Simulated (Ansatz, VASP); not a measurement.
## Cr in VASP and in Ansatz

File INCAR:

```
ALGO = Normal
EDIFF = 1E-7
ENCUT = 520
GGA = CA
ISIF = 2
ISMEAR = -1
LASPH = T
LCHARG = T
LELF = T
LREAL = F
LVHAR = T
LWAVE = F
NBANDS = 19
NELM = 80
PREC = Accurate
SIGMA = 0.03
```

File KPOINTS:

```
k-points
0
Gamma
  12 12 7
```

Contents of POSCAR:

```
Cr
1.0
    2.8679429795      0.0000000000      0.0000000000
   -1.4339714897      2.4837114769      0.0000000000
    0.0000000000      0.0000000000      4.6601431612
Cr
2
Direct
    0.3333333333      0.6666666667      0.2500000000
    0.6666666667      0.3333333333      0.7500000000
```

Input for Ansatz:

```yaml
crystal:
  lattice:
    - [2.8679429795, 0.0, 0.0]
    - [-1.4339714897, 2.4837114769, 0.0]
    - [0.0, 0.0, 4.6601431612]
  atoms:
    - { symbol: Cr, position: [0.3333333333, 0.6666666667, 0.25] }
    - { symbol: Cr, position: [0.6666666667, 0.3333333333, 0.75] }
kpoints:
  mp_grid: { grid: [12, 12, 7] }
scf:
  occupations: { method: fermi_dirac, width: 0.03 }
  lower_state_search: "off"
hamiltonian:
  xc: lda
  pseudopotentials: { kind: paw }
output:
  forces: true
  stress: true
  eigenvalues: true
```

Change from the starting cell: volume scaled by 1.18, no spin polarisation, PAW files.

Alike in both runs: task single point; functional LDA; k mesh 12 × 12 × 7; occupations fermi-dirac, width 0.03 eV; no spin polarisation.

|  | VASP | Ansatz |
| --- | --- | --- |
| version | VASP 6.6.1 | Ansatz 0.2.0 |
| potentials or method | VASP PAW LDA potentials, release 64 (Cr_pv) | PAW with Ansatz's default frozen-core files, scalar-relativistic |
| plane-wave cutoff (eV) | 520 | 420 |
| valence electrons in the cell | 24 | 28 |

VASP gave:

- pressure (GPa): -46.4
- traceless stress, the component that is largest in VASP (GPa): 3.65

Question: Estimate Ansatz's values.

Answer: Pressure (GPa): -46.6; traceless stress, the component that is largest in VASP (GPa): 3.82.

LDA's correlation is that of Perdew and Zunger in VASP and of Perdew and Wang (1992) in Ansatz. Both programs put the cell under strong tension, so it lies far from rest at this level. VASP's potentials hold 24 valence electrons a cell and Ansatz's 28, so a difference there can come from the potentials and not from the codes.

Noted on VASP's run: the cell as given lies far from equilibrium.
